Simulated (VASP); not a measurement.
A run of VASP 6.6.1 is set up as follows.

Contents of INCAR:

```
SYSTEM = K2MgGaC6N6
ALGO = Normal
EDIFF = 1E-7
ENCUT = 520
GGA = PE
ISIF = 2
ISMEAR = 0
LASPH = .TRUE.
LCHARG = .FALSE.
LREAL = Auto
LWAVE = .FALSE.
NBANDS = 58
NELM = 60
PREC = Accurate
SIGMA = 0.1
```

Contents of KPOINTS:

```
k-points
0
G
  4 4 4
  0 0 0
```

POSCAR

```
K2MgGaC6N6
1.0
    0.0000000000      5.1410000000      5.1410000000
    5.1410000000      0.0000000000      5.1410000000
    5.1410000000      5.1410000000      0.0000000000
K Mg Ga C N
2 1 1 6 6
Direct
    0.2500000000      0.2500000000      0.2500000000
    0.7500000000      0.7500000000      0.7500000000
    0.5000000000      0.5000000000      0.5000000000
    0.0000000000      0.0000000000      0.0000000000
    0.8156000800      0.1843999200      0.1843999200
    0.1843999200      0.8156000800      0.1843999200
    0.1843999200      0.1843999200      0.8156000800
    0.1843999200      0.8156000800      0.8156000800
    0.8156000800      0.1843999200      0.8156000800
    0.8156000800      0.8156000800      0.1843999200
    0.7018089900      0.2981910100      0.2981910100
    0.2981910100      0.7018089900      0.2981910100
    0.2981910100      0.2981910100      0.7018089900
    0.2981910100      0.7018089900      0.7018089900
    0.7018089900      0.2981910100      0.7018089900
    0.7018089900      0.7018089900      0.2981910100
```

Potentials or basis: VASP PAW PBE potentials, release 64 (K_sv, Mg, Ga_d, C, N).

Run with:

```bash
$ cat potpaw_PBE.64/K_sv/POTCAR potpaw_PBE.64/Mg/POTCAR potpaw_PBE.64/Ga_d/POTCAR potpaw_PBE.64/C/POTCAR potpaw_PBE.64/N/POTCAR > POTCAR
$ mpirun -np 1 vasp_std > vasp.out
```

Task: What does it give for the band gap on the k mesh?

Result: Zero (an odd number of electrons rules out a gap without spin polarisation).

Task: Predict the pressure.

Result: 12.1 GPa.

Task: Estimate the largest force.

Result: 2.288 eV/Å.

Forces in eV/Å, atoms in the order of the input:
```
K    0.000  0.000  0.000
K    0.000  0.000  0.000
Mg   0.000  0.000  0.000
Ga   0.000  0.000  0.000
C    2.288  0.000  0.000
C    0.000  2.288  0.000
C    0.000  0.000  2.288
C   -2.288  0.000  0.000
C    0.000 -2.288  0.000
C    0.000  0.000 -2.288
N    1.037  0.000  0.000
N    0.000  1.037  0.000
N    0.000  0.000  1.037
N   -1.037  0.000  0.000
N    0.000 -1.037  0.000
N    0.000  0.000 -1.037
```

Caveat: the cell stands under pressure; forces of over 1 eV/Å act on the atoms, so gaps and moduli don't describe the material at rest.
